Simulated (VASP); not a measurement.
# TiO (P4_2/mmc) in VASP: a series of runs, part 2 of 2

VASP 6.6.1. Earlier steps stand in the parts before.

**4. Relaxation of cell and atoms, PBEsol, collinear spin**

This run uses another cell than the first one, of 14.61 Å³/atom.

The input, INCAR:

```
  PREC = Accurate
  ENCUT = 600
  EDIFF = 1E-6
  ISMEAR = 0
  SIGMA = 0.05
  LREAL = F
  LASPH = T
  NELM = 150
  ALGO = Normal
  ISIF = 3
  LWAVE = F
  LCHARG = F
  ISPIN = 2
  MAGMOM = 2 2 0 0
  LORBIT = 11
  LMAXMIX = 4
  GGA = PS
  IBRION = 2
  NSW = 80
  EDIFFG = -0.01
```

The input, KPOINTS:

```
regular mesh
0
Gamma
  8 8 8
```

The input, POSCAR:

```
TiO
1.0
    3.6070202965      0.0000000000      0.0000000000
    0.0000000000      3.6070202965      0.0000000000
    0.0000000000      0.0000000000      4.4907487220
Ti O
2 2
Direct
    0.0000000000      0.5000000000      0.0000000000
    0.5000000000      0.0000000000      0.5000000000
    0.0000000000      0.0000000000      0.2500000000
    0.0000000000      0.0000000000      0.7500000000
```

Potentials or basis: VASP PAW PBE potentials, release 64 (Ti_sv, O).

Started as:

```console
$ cat potpaw_PBE.64/Ti_sv/POTCAR potpaw_PBE.64/O/POTCAR > POTCAR
$ mpirun -np 1 vasp_std > vasp.out
```

OUTCAR:

```text
PREC = Accurate
   ENCUT = 600
   EDIFF = 1E-6
   ISMEAR = 0
   LREAL = F
   LASPH = T
   NELM = 150
   ISIF = 3
   ISPIN = 2
   LORBIT = 11
   GGA = PS
   IBRION = 2
   NSW = 80
   EDIFFG = -0.01

 ion  position               nearest neighbor table
   1  0.000  0.500  0.000-   3 2.12   4 2.12   3 2.12   4 2.12
   2  0.500  0.000  0.500-   3 2.12   4 2.12   3 2.12   4 2.12
   3  0.000  0.000  0.250-   1 2.12   2 2.12   1 2.12   2 2.12
   4  0.000  0.000  0.750-   1 2.12   2 2.12   1 2.12   2 2.12

  LATTYP: Found a simple tetragonal cell.
 ALAT       =     3.6070202965
 C/A-ratio  =     1.2450023434

  Lattice vectors:

 A1 = (   3.6070202965,   0.0000000000,   0.0000000000)
 A2 = (   0.0000000000,   3.6070202965,   0.0000000000)
 A3 = (   0.0000000000,   0.0000000000,   4.4907487220)

Analysis of symmetry for initial positions (statically):
=====================================================================
 Subroutine PRICEL returns:
 Original cell was already a primitive cell.

 Routine SETGRP: Setting up the symmetry group for a
 simple tetragonal supercell.

 Subroutine GETGRP returns: Found 16 space group operations
 (whereof  8 operations were pure point group operations)
 out of a pool of 16 trial point group operations.

The static configuration has the point symmetry D_2h.
 The point group associated with its full space group is D_4h.

Analysis of symmetry for dynamics (positions and initial velocities):
=====================================================================
 Subroutine PRICEL returns:
 Original cell was already a primitive cell.

 Routine SETGRP: Setting up the symmetry group for a
 simple tetragonal supercell.

 Subroutine GETGRP returns: Found 16 space group operations
 (whereof  8 operations were pure point group operations)
 out of a pool of 16 trial point group operations.

The dynamic configuration has the point symmetry D_2h.
 The point group associated with its full space group is D_4h.

Analysis of structural, dynamic, and magnetic symmetry:
=====================================================================
 Subroutine PRICEL returns:
 Original cell was already a primitive cell.

 Routine SETGRP: Setting up the symmetry group for a
 simple tetragonal supercell.

 Subroutine GETGRP returns: Found 16 space group operations
 (whereof  8 operations were pure point group operations)
 out of a pool of 16 trial point group operations.

The overall configuration has the point symmetry D_2h.
 The point group associated with its full space group is D_4h.

 Subroutine INISYM returns: Found 16 space group operations
 (whereof  8 operations are pure point group operations),
 and found     1 'primitive' translations

----------------------------------------------------------------------------------------

                                     Primitive cell

  volume of cell :      58.4273

  direct lattice vectors                    reciprocal lattice vectors
     3.607020297  0.000000000  0.000000000     0.277237143  0.000000000  0.000000000
     0.000000000  3.607020297  0.000000000     0.000000000  0.277237143  0.000000000
     0.000000000  0.000000000  4.490748722     0.000000000  0.000000000  0.222680017

  length of vectors
     3.607020297  3.607020297  4.490748722     0.277237143  0.277237143  0.222680017

  position of ions in fractional coordinates (direct lattice)
     0.000000000  0.500000000  0.000000000
[... 89 lines left out ...]
   ISYM   =      2    0-nonsym 1-usesym 2-fastsym
   POTIM  = 0.5000    time-step for ionic-motion
   TEBEG  =    0.0;   TEEND  =   0.0 temperature during run
   PSTRESS=    0.0 pullay stress
   NELECT =      36.0000    total number of electrons
   NUPDOWN=      -1.0000    fix difference up-down
   EMIN   =  10.00;   EMAX   =-10.00  energy-range for DOS
   EFERMI =   0.00;   METHOD = LEGACY
   ISMEAR =     0;   SIGMA  =   0.05  broadening in eV -4-tet -1-fermi 0-gaus
   EFERMI_NEDOS =   21; number of points for ismear=-14 and -15
   IALGO  =     38    algorithm
   IMIX   =      4    mixing-type and parameters
     AMIX     =   0.40;   BMIX     =  1.00
     AMIX_MAG =   1.60;   BMIX_MAG =  1.00
  volume/ion in A,a.u.               =      14.61        98.57
  Fermi-wavevector in a.u.,A,eV,Ry     =   1.393062  2.632505 26.403751  1.940621
  Thomas-Fermi vector in A             =   2.516744
   LORBIT       =     11    0 simple, 1 ext, 2 COOP (PROOUT), +10 PAW based schemes
   GGA     = PS    functional components
   LHFCALC =     F    Hartree Fock is set to
   AEXX    =    0.0000 exact exchange contribution
   IVDW    =     0    specifies the selected vdW correction
   LEPSILON=     F    determine dielectric tensor
   LRPA    =     F    only Hartree local field effects (RPA)
 conjugate gradient relaxation of ions
 spin polarized calculation
 Gauss-broadening in eV      SIGMA  =   0.05
  energy-cutoff  :      600.00
  volume of cell :       58.43
 maximum number of plane-waves:      1984
 NGX is ok and might be reduce to    30
   NGX = 15   NGY = 15   NGZ = 17

--------------------------------------- Ionic step        1  -------------------------------------------

 number of electron      36.0000000 magnetization      -0.0008753

 number of electron      36.0000000 magnetization       0.0003160

 Free energy of the ion-electron system (eV)
  ---------------------------------------------------
  ext. energy  EPLUGINS =         0.00000000
  ---------------------------------------------------
  free energy    TOTEN  =       -34.80923956 eV

  energy without entropy =      -34.80607049  energy(sigma->0) =      -34.80765502

------------------------ aborting loop because EDIFF is reached ----------------------------------------

  FORCE on cell =-STRESS in cart. coord.  units (eV):
  Direction    XX          YY          ZZ          XY          YZ          ZX
  --------------------------------------------------------------------------------------
  -------------------------------------------------------------------------------------
  Total      -13.0704346    -13.0704346      2.3722088     -0.0000000      0.0000000      0.0000000
  in kB     -358.4137689   -358.4137689     65.0500391     -0.0000000      0.0000000      0.0000000
  external PRESSURE =    -217.2591662 kB  Pullay stress =       0.0000000 kB
[... 27 lines left out ...]
 number of electron      36.0000018 magnetization       0.0000029

 number of electron      36.0000018 magnetization      -0.0000024

 E-fermi :  10.0856     XC(G=0): -12.3671

 val. band max:       10.0708573360   @ k =   0.0000   0.0000   0.0000
 cond. band min:      10.0885439707   @ k =   0.5000   0.1250   0.0000
 fundamental gap:      0.0176866347
 Fermi energy:        10.0855636683

 spin component 1

 k-point     1 :       0.0000    0.0000    0.0000
  band No.  band energies     occupation
      1     -47.7789      1.00000
      2     -47.6908      1.00000
      3     -24.7455      1.00000
      4     -24.3197      1.00000
      5     -24.3197      1.00000
      6     -24.1045      1.00000
[... 1362 lines left out ...]
  FREE ENERGIE OF THE ION-ELECTRON SYSTEM (eV)
  ---------------------------------------------------
  free  energy   TOTEN  =       -36.5566379881 eV

  energy  without entropy=      -36.5551755443  energy(sigma->0) =      -36.55590677

[... ionic steps 4 to 8 ...]

--------------------------------------- Ionic step        9  -------------------------------------------

 number of electron      35.9999992 magnetization       0.0000000

 number of electron      35.9999992 magnetization      -0.0000000
[... 77 lines left out ...]
 number of electron      35.9999992 magnetization       0.0000000

 number of electron      35.9999992 magnetization      -0.0000000

 Free energy of the ion-electron system (eV)
  ---------------------------------------------------
  ext. energy  EPLUGINS =         0.00000000
  ---------------------------------------------------
  free energy    TOTEN  =       -36.72452552 eV

  energy without entropy =      -36.72261345  energy(sigma->0) =      -36.72356949

 E-fermi :   8.5705     XC(G=0): -11.7175

 val. band max:        8.5390452698   @ k =   0.1250   0.0000   0.0000
 cond. band min:       8.5710303588   @ k =   0.5000   0.0000   0.1250
 fundamental gap:      0.0319850890
 Fermi energy:         8.5705343407

 spin component 1

 k-point     1 :       0.0000    0.0000    0.0000
  band No.  band energies     occupation
      1     -49.4043      1.00000
      2     -49.3578      1.00000
      3     -26.1458      1.00000
      4     -25.9009      1.00000
      5     -25.9009      1.00000
      6     -25.7593      1.00000
[... 1322 lines left out ...]
  FREE ENERGIE OF THE ION-ELECTRON SYSTEM (eV)
  ---------------------------------------------------
  free  energy   TOTEN  =       -36.7245255240 eV

  energy  without entropy=      -36.7226134522  energy(sigma->0) =      -36.72356949

 reached required accuracy - stopping structural energy minimisation

 total charge

# of ion       s       p       d       tot
------------------------------------------
    1        2.188   6.183   1.901  10.272
    2        2.188   6.183   1.901  10.272
    3        1.563   3.525   0.000   5.087
    4        1.563   3.525   0.000   5.087
--------------------------------------------------
tot          7.500  19.416   3.803  30.719

 magnetization (x)

# of ion       s       p       d       tot
------------------------------------------
    1       -0.000  -0.000  -0.000  -0.000
    2       -0.000  -0.000  -0.000  -0.000
    3        0.000   0.000   0.000   0.000
    4        0.000   0.000   0.000   0.000
--------------------------------------------------
tot         -0.000   0.000  -0.000   0.000
```

Wall time 42 min (1 thread of Oxide Virtual Turin-like, shared host); peak memory 0.31 GiB.

Results:

| Quantity | Value |
| --- | --- |
| Free energy | -36.7245 eV |
| Relaxed volume | 12.05 Å³/atom |
| Relaxed cell | a = 3.147 Å, b = 3.147 Å, c = 4.868 Å, α = 90.00°, β = 90.00°, γ = 90.00° |
| Space group after relaxing (to 0.1 Å) | P4_2/mmc (No. 131) |
| Energy gained by relaxing | 478.8 meV/atom |
| Ionic steps | 11 |
| Pressure after relaxing | -0.1 GPa |
| Band gap on the k mesh | zero (filled and empty bands overlap) |
| Net moment | 0.00 μB per cell |
| Valence electrons inside the program's atomic spheres | Ti 10.27; O 5.09 |

The path:
```
step  energy change (eV)  largest force (eV/Å)  pressure (GPa)  volume (Å³)
   1              0.0000                0.0000          -21.73        58.43
   2             -1.4214                0.0000           31.01        42.64
   3             -1.7474                0.0000            8.36        46.62
   4             -1.9050                0.0000           -3.30        49.02
   5             -1.9128                0.0000           -1.37        48.55
   6             -1.9150                0.0000            0.58        48.04
   7             -1.9153                0.0000            0.10        48.17
   8             -1.9153                0.0000            0.10        48.16
   9             -1.9152                0.0000            0.36        48.10
  10             -1.9153                0.0000            0.15        48.15
  11             -1.9153                0.0000           -0.12        48.22
```

Final structure:
```
Ti O
1.0
     3.14730    0.00000    0.00000
     0.00000    3.14730    0.00000
     0.00000    0.00000    4.86792
Ti O
2 2
Cartesian
  3.1473 1.5736 0.0000
  1.5736 3.1473 2.4340
  0.0000 0.0000 1.2170
  0.0000 3.1473 3.6509
```

Levels at points of the mesh, in eV from the Fermi level:
Spin up:
| k point | band 14 | band 15 | band 16 | band 17 | band 18 | band 19 | band 20 | band 21 | band 22 | band 23 |
| --- | --- | --- | --- | --- | --- | --- | --- | --- | --- | --- |
| (0.00, 0.00, 0.00) | -5.54 | -5.54 | -3.79 | -3.72 | -1.92 | -0.12 | 0.76 | 1.14 | 1.14 | 1.36 |
| (0.50, 0.00, 0.00) | -6.51 | -5.92 | -4.62 | -1.72 | 0.12 | 0.29 | 0.51 | 0.64 | 0.70 | 1.47 |
| (0.50, 0.50, 0.00) | -5.68 | -5.68 | -5.47 | -2.23 | -0.21 | -0.21 | 0.94 | 1.11 | 1.11 | 1.44 |
| (0.00, 0.00, 0.50) | -7.15 | -5.49 | -5.49 | -2.61 | -2.61 | 0.39 | 0.39 | 1.05 | 1.05 | 1.51 |
| (0.50, 0.00, 0.50) | -6.97 | -5.71 | -5.01 | -1.94 | -0.37 | 0.43 | 0.62 | 0.65 | 1.31 | 1.51 |
| (0.50, 0.50, 0.50) | -7.03 | -6.28 | -6.28 | -1.35 | -1.35 | 0.67 | 0.67 | 0.78 | 0.78 | 2.55 |
Spin down:
```csv
k point,band 15,band 16,band 17,band 18,band 19,band 20,band 21,band 22
"(0.00, 0.00, 0.00)",-5.54,-3.79,-3.72,-1.92,-0.12,0.76,1.14,1.14
"(0.50, 0.00, 0.00)",-5.92,-4.62,-1.72,0.12,0.29,0.51,0.64,0.70
"(0.50, 0.50, 0.00)",-5.68,-5.47,-2.23,-0.21,-0.21,0.94,1.11,1.11
"(0.00, 0.00, 0.50)",-5.49,-5.49,-2.61,-2.61,0.39,0.39,1.05,1.05
"(0.50, 0.00, 0.50)",-5.71,-5.01,-1.94,-0.37,0.43,0.62,0.65,1.31
"(0.50, 0.50, 0.50)",-6.28,-6.28,-1.35,-1.35,0.67,0.67,0.78,0.78
```

Caveat: the volume moved by over 15 % at a fixed basis, so the end points are rough; the PAW data sets were made with another functional, which shifts forces and pressure a little; semilocal functionals often make such compounds metallic where correlation or magnetic order opens a gap, which also shifts bond lengths.

**5. The runs side by side**

| task | cell | k mesh | cutoff (eV) | gap on the mesh (eV) | pressure (GPa) | moment (μB) |
| --- | --- | --- | --- | --- | --- | --- |
| single point | a = 3.097, b = 3.097, c = 4.812 Å, 4 atoms | 10 × 10 × 6 | 520 | none | 9.2 | 0.00 |
| single point | a = 3.122, b = 3.122, c = 4.836 Å, 4 atoms | 10 × 10 × 6 | 520 | none | 4.7 | 0.00 |
| relaxation of cell and atoms | relaxed from a = 3.607, b = 3.607, c = 4.491 Å, 4 atoms | 8 × 8 × 8 | 600 | none | -0.1 | 0.00 |

Alike in all rows: level PBEsol; potentials or basis VASP PAW PBE potentials, release 64 (Ti_sv, O); spin collinear; smearing gaussian 0.05 eV.

Caveats: the PAW data sets were made with another functional, which shifts forces and pressure a little; semilocal functionals often make such compounds metallic where correlation or magnetic order opens a gap, which also shifts bond lengths; the cell stands under pressure (at least some runs); the volume moved by over 15 % at a fixed basis, so the end points are rough (at least some runs).

Absolute energies hang on the potentials; compare differences alone.
